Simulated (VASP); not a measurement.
# BN: relaxation of cell and atoms with PBEsol

Crystal: BN.

```
CELL_PARAMETERS angstrom
0.00000 1.80285 1.80285
1.80285 0.00000 1.80285
1.80285 1.80285 0.00000
ATOMIC_POSITIONS crystal
B 0.00000 0.00000 0.00000
N 0.75000 0.75000 0.75000
```

```
Program                : VASP 6.6.1
Task                   : relaxation of cell and atoms
Functional             : PBEsol
Potentials or basis    : VASP PAW PBE potentials, release 64 (B, N)
Cutoff                 : 600 eV
k mesh                 : 12 × 12 × 12
Occupations            : gaussian, width 0.01 eV
Spin                   : no spin polarisation
Target pressure        : 9 GPa
Dipole correction      : no
Further INCAR settings : ALGO = Normal; EDIFF = 1e-06; IBRION = 2; EDIFFG = -0.001; NSW = 80; ISIF = 3
```

| Item | Value |
| --- | --- |
| Relaxed volume | 5.74 Å³/atom |
| Relaxed cell | a = 2.531 Å, b = 2.531 Å, c = 2.531 Å, α = 60.00°, β = 60.00°, γ = 60.00° |
| Space group after relaxing (to 0.05 Å) | F-43m (No. 216) |
| Energy change on relaxing (the enthalpy is what falls) | +3.6 meV/atom |
| Ionic steps | 6 |
| Pressure after relaxing | 9.0 GPa |
| Band gap on the k mesh | 4.31 eV, indirect (least direct gap 8.90 eV) |

The path:
```csv
step,energy change (eV),largest force (eV/Å),pressure (GPa),volume (Å³)
1,0.0000,0.0000,0.33,11.72
2,0.0322,0.0000,19.87,11.19
3,0.0071,0.0000,8.96,11.47
4,0.0074,0.0000,9.13,11.47
5,0.0070,0.0000,8.90,11.47
6,0.0071,0.0000,8.99,11.47
```

Final structure:
```
B N
1.0
     0.00000    1.78998    1.78998
     1.78998    0.00000    1.78998
     1.78998    1.78998    0.00000
B N
1 1
Cartesian
  1.7900 1.7900 0.0000
  2.6850 2.6850 2.6850
```

Levels at points of the mesh, in eV from the valence-band top:
```tsv
k point	band 2	band 3	band 4	band 5	band 6	band 7
(0.00, 0.00, 0.00)	0.00	0.00	0.00	8.90	8.90	8.90
(0.50, 0.00, 0.00)	-11.05	-2.01	-2.01	10.48	10.78	10.78
(0.50, 0.50, 0.00)	-9.16	-5.09	-5.09	4.31	9.25	18.33
```

It took 14 s on 1 thread of Intel(R) Xeon(R) Platinum 8488C (Sapphire Rapids), on a shared host, peak memory 0.12 GiB.

Caveat: the cell is relaxed towards a set pressure, so the enthalpy falls and the energy may rise; the PAW data sets were made with another functional, which shifts forces and pressure a little. A k mesh can miss the band edges.
